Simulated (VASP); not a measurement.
# Se (P3_121) in VASP: elastic constants with PBE

Aim: the elastic constants of Se with PBE.

Program: VASP 6.6.1. These are calculated values, not measurements. Logs are shortened: lines on timing, memory, paths and dates and some standing lists are left out, and cuts for length are marked.

## (1) The cell of the first run

It takes space group P3_121 (No. 152, trigonal). Conventional cell: a = 4.366 Å, b = 4.366 Å, c = 4.954 Å, α = 90.00°, β = 90.00°, γ = 120.00°. Within 3.2 Å of Se (site symmetry 2) lie 2 Se at 2.41 Å.

## (2) Elastic constants, PBE

Contents of INCAR:

```
ALGO = Normal
EDIFF = 1E-8
ENCUT = 500
GGA = PE
GGA_COMPAT = F
IBRION = 6
ISIF = 3
ISMEAR = 0
LASPH = T
LCHARG = F
LREAL = F
LWAVE = F
NBANDS = 16
NELM = 120
NFREE = 2
NSW = 1
POTIM = 0.015
PREC = Accurate
SIGMA = 0.01
```

Contents of KPOINTS:

```
k-points
0
Gamma
  5 5 4
```

Contents of POSCAR:

```
Se
1.0
    4.3662000000      0.0000000000      0.0000000000
   -2.1831000000      3.7812401180      0.0000000000
    0.0000000000      0.0000000000      4.9536000000
Se
3
Direct
    0.7682911491      0.7682911491      0.0000000000
    0.0000000000      0.2317088509      0.6666666667
    0.2317088509      0.0000000000      0.3333333333
```

Potentials or basis: VASP PAW PBE potentials, release 64 (Se).

On the command line:

```
$ cat potpaw_PBE.64/Se/POTCAR > POTCAR
$ mpirun -np 1 vasp_std > vasp.out
```

OUTCAR:

```text
EDIFF = 1E-8
   ENCUT = 500
   GGA = PE
   IBRION = 6
   ISIF = 3
   ISMEAR = 0
   LASPH = T
   LREAL = F
   NELM = 120
   NFREE = 2
   NSW = 1
   POTIM = 0.015
   PREC = Accurate

 ion  position               nearest neighbor table
   1  0.768  0.768  0.000-   2 2.41   3 2.41
   2  0.000  0.232  0.667-   1 2.41   3 2.41
   3  0.232  0.000  0.333-   1 2.41   2 2.41

  LATTYP: Found a hexagonal cell.
 ALAT       =     4.3662000000
 C/A-ratio  =     1.1345334616

  Lattice vectors:

 A1 = (   4.3662000000,   0.0000000000,   0.0000000000)
 A2 = (  -2.1831000000,   3.7812401180,   0.0000000000)
 A3 = (   0.0000000000,   0.0000000000,   4.9536000000)

Analysis of symmetry for initial positions (statically):
=====================================================================
 Subroutine PRICEL returns:
 Original cell was already a primitive cell.

 Routine SETGRP: Setting up the symmetry group for a
 hexagonal supercell.

 Subroutine GETGRP returns: Found  6 space group operations
 (whereof  2 operations were pure point group operations)
 out of a pool of 24 trial point group operations.

The static configuration has the point symmetry C_2 .
 The point group associated with its full space group is D_3 .

Analysis of symmetry for dynamics (positions and initial velocities):
=====================================================================
 Subroutine PRICEL returns:
 Original cell was already a primitive cell.

 Routine SETGRP: Setting up the symmetry group for a
 hexagonal supercell.

 Subroutine GETGRP returns: Found  6 space group operations
 (whereof  2 operations were pure point group operations)
 out of a pool of 24 trial point group operations.

The dynamic configuration has the point symmetry C_2 .
 The point group associated with its full space group is D_3 .

 Subroutine INISYM returns: Found  6 space group operations
 (whereof  2 operations are pure point group operations),
 and found     1 'primitive' translations

----------------------------------------------------------------------------------------

                                     Primitive cell

  volume of cell :      81.7822

  direct lattice vectors                    reciprocal lattice vectors
     4.366200000  0.000000000  0.000000000     0.229032110  0.132231751  0.000000000
    -2.183100000  3.781240118  0.000000000     0.000000000  0.264463501  0.000000000
     0.000000000  0.000000000  4.953600000     0.000000000  0.000000000  0.201873385

  length of vectors
     4.366200000  4.366200000  4.953600000     0.264463501  0.264463501  0.201873385

  position of ions in fractional coordinates (direct lattice)
     0.768291149  0.768291149  0.000000000
     0.000000000  0.231708851  0.666666667
     0.231708851  0.000000000  0.333333333

  ion indices of the primitive-cell ions
   primitive index   ion index
                 1           1
                 2           2
                 3           3

----------------------------------------------------------------------------------------

 KPOINTS: k-points

Automatic generation of k-mesh.
[... 104 lines left out ...]
  ext. energy  EPLUGINS =         0.00000000
  ---------------------------------------------------
  free energy    TOTEN  =       -10.48623603 eV

  energy without entropy =      -10.48623603  energy(sigma->0) =      -10.48623603

------------------------ aborting loop because EDIFF is reached ----------------------------------------

  FORCE on cell =-STRESS in cart. coord.  units (eV):
  Direction    XX          YY          ZZ          XY          YZ          ZX
  --------------------------------------------------------------------------------------
  -------------------------------------------------------------------------------------
  Total        0.4172379      0.4172379      1.1749349      0.0000000     -0.0000000      0.0000000
  in kB        8.1740159      8.1740159     23.0178933      0.0000000     -0.0000000      0.0000000
  external PRESSURE =      13.1219750 kB  Pullay stress =       0.0000000 kB
[... 92 lines left out ...]
  FREE ENERGIE OF THE ION-ELECTRON SYSTEM (eV)
  ---------------------------------------------------
  free  energy   TOTEN  =       -10.4764309267 eV

  energy  without entropy=      -10.4764309267  energy(sigma->0) =      -10.47643093

[... ionic steps 4 to 14 ...]

--------------------------------------- Ionic step       15  -------------------------------------------

 number of electron      17.9999999 magnetization

------------------------ aborting loop because EDIFF is reached ----------------------------------------
[... 69 lines left out ...]
--------------------------------------- Ionic step       17  -------------------------------------------

 number of electron      17.9999998 magnetization

 Free energy of the ion-electron system (eV)
  ---------------------------------------------------
  ext. energy  EPLUGINS =         0.00000000
  ---------------------------------------------------
  free energy    TOTEN  =       -10.48531202 eV

  energy without entropy =      -10.48531202  energy(sigma->0) =      -10.48531202

 E-fermi :   2.7370     XC(G=0):  -8.8684

 val. band max:        2.6565924652   @ k =   0.4000   0.2000   0.5000
 cond. band min:       3.7045124197   @ k =   0.0000   0.0000   0.5000
 fundamental gap:      1.0479199544
 Fermi energy:         2.7369593514

 k-point     1 :       0.0000    0.0000    0.0000
  band No.  band energies     occupation
      1     -13.0156      2.00000
      2      -9.0365      2.00000
      3      -8.9848      2.00000
      4      -1.1049      2.00000
      5      -1.0673      2.00000
      6      -1.0452      2.00000
[... 433 lines left out ...]
      3      -9.1606      2.00000
      4      -2.2683      2.00000
      5      -2.1191      2.00000
      6      -0.4957      2.00000
[... 8 lines left out ...]
     15      11.0569      0.00000
     16      12.5095      0.00000

 [... further k-points ...]

------------------------ aborting loop because EDIFF is reached ----------------------------------------

  FORCE on cell =-STRESS in cart. coord.  units (eV):
  Direction    XX          YY          ZZ          XY          YZ          ZX
  --------------------------------------------------------------------------------------
  -------------------------------------------------------------------------------------
  Total        0.3671756      0.4724018      1.1777229     -0.0291780     -0.1364098     -0.0771838
  in kB        7.1932575      9.2547213     23.0725117     -0.5716201     -2.6723751     -1.5120911
  external PRESSURE =      13.1734968 kB  Pullay stress =       0.0000000 kB
[... 18 lines left out ...]
  FREE ENERGIE OF THE ION-ELECTRON SYSTEM (eV)
  ---------------------------------------------------
  free  energy   TOTEN  =       -10.4853120221 eV

  energy  without entropy=      -10.4853120221  energy(sigma->0) =      -10.48531202

 INTERNAL STRAIN TENSORS FROM STRAINED CELLS
 ============================================

 INTERNAL STRAIN TENSOR FOR ION    1 for displacements in x,y,z  (eV/Angst):
          X           Y           Z          XY          YZ          ZX
  --------------------------------------------------------------------------------
  x     6.15630     2.69976     5.19468     3.00062     2.02403     3.50345
  y     4.67833    10.66632     8.99745     1.72593    -3.50902     2.02504
  z     3.47696    -3.48065     0.00000     2.00541     9.05221     5.23418

 INTERNAL STRAIN TENSORS FROM DISPLACED ATOMS
 ============================================

 INTERNAL STRAIN TENSOR FOR ION    1 for displacements in x,y,z  (eV/Angst):
          X           Y           Z          XY          YZ          ZX
  --------------------------------------------------------------------------------
  x     6.15297     2.70216     5.18877     2.98997     2.02280     3.50351
  y     4.67879    10.65875     8.98721     1.72712    -3.50350     2.02270
  z     3.47212    -3.47212     0.00000     2.00463     9.04764     5.22366

 INTERNAL STRAIN TENSOR FOR ION    3 for displacements in x,y,z  (eV/Angst):
          X           Y           Z          XY          YZ          ZX
  --------------------------------------------------------------------------------
  x   -12.30851    -5.40175   -10.37754     0.00000    -4.04545     0.00000
  y     0.00000    -0.00000     0.00000    -3.45168     0.00000    -4.04555
  z     0.00000     0.00000     0.00000    -4.00925     0.00000   -10.44733

 Eigenvectors and eigenvalues of the dynamical matrix
 ----------------------------------------------------

   1 f  =    6.566689 THz    41.259727 2PiTHz  219.041184 cm-1    27.157633 meV
             X         Y         Z           dx          dy          dz
      1.677256  2.905093  0.000000    -0.216462   -0.124919   -0.368191
     -0.505844  0.876147  3.302400     0.216395   -0.125034   -0.367851
      1.011687  0.000000  1.651200     0.000067    0.249889    0.736041
[... 43 lines left out ...]
   9 f/i=    0.000737 THz     0.004631 2PiTHz    0.024584 cm-1     0.003048 meV
             X         Y         Z           dx          dy          dz
      1.677256  2.905093  0.000000    -0.569439   -0.095365    0.000026
     -0.505844  0.876147  3.302400    -0.569467   -0.095533   -0.000031
      1.011687  0.000000  1.651200    -0.569307   -0.095474    0.000006

--------------------------------------------------------------------------------------------------------

 ELASTIC MODULI CONTR FROM IONIC RELAXATION (kBar)
 Direction    XX          YY          ZZ          XY          YZ          ZX
 --------------------------------------------------------------------------------
 XX        -440.1104   -223.3420   -388.7578      0.0000   -153.0386     -0.0000
 YY        -223.3420   -440.1104   -388.7578      0.0000    153.0386      0.0000
 ZZ        -388.7578   -388.7578   -455.5945      0.0000     -0.0000     -0.0000
 XY           0.0000      0.0000      0.0000   -108.3842     -0.0000   -153.0387
 YZ        -153.0386    153.0386     -0.0000     -0.0000   -300.6422     -0.0000
 ZX          -0.0000     -0.0000     -0.0000   -153.0387      0.0000   -300.6428
 --------------------------------------------------------------------------------

 TOTAL ELASTIC MODULI (kBar)
 Direction    XX          YY          ZZ          XY          YZ          ZX
 --------------------------------------------------------------------------------
 XX         157.4266     57.8138    147.1642      0.0000     62.4670     -0.0000
 YY          57.8138    157.4266    147.1642      0.0000    -62.4670      0.0000
 ZZ         147.1642    147.1642    727.9175      0.0000     -0.0000     -0.0000
 XY           0.0000      0.0000      0.0000     49.8064     -0.0000     62.4669
 YZ          62.4670    -62.4670     -0.0000     -0.0000    187.3635     -0.0000
 ZX          -0.0000     -0.0000     -0.0000     62.4669      0.0000    187.3632
 --------------------------------------------------------------------------------
```

Wall time 3.6 min (1 thread of Intel Xeon 6975P-C (Granite Rapids), shared host); peak memory 0.26 GiB.

Results:

| Quantity | Value |
| --- | --- |
| Voigt bulk modulus | 19 GPa |
| Highest phonon frequency at Γ | 219 cm⁻¹ |

Phonon frequencies in cm⁻¹ (negative: imaginary):
| q point | frequencies |
| --- | --- |
| (0.000, 0.000, 0.000) | 0 0 0 103 135 135 219 219 219 |

Elastic tensor in Voigt notation (GPa, in the Cartesian axes of the cell as first typed):
```
16  6 15  6  0  0
 6 16 15 -6  0  0
15 15 73  0  0  0
 6 -6  0 19  0  0
 0  0  0  0 19  6
 0  0  0  0  6  5
```

Clamped-ion elastic tensor (GPa):
```
 60  28  54  22   0   0
 28  60  54 -22   0   0
 54  54 118   0   0   0
 22 -22   0  49   0   0
  0   0   0   0  49  22
  0   0   0   0  22  16
```

Caveat: the cell is under stress, which shifts elastic constants.
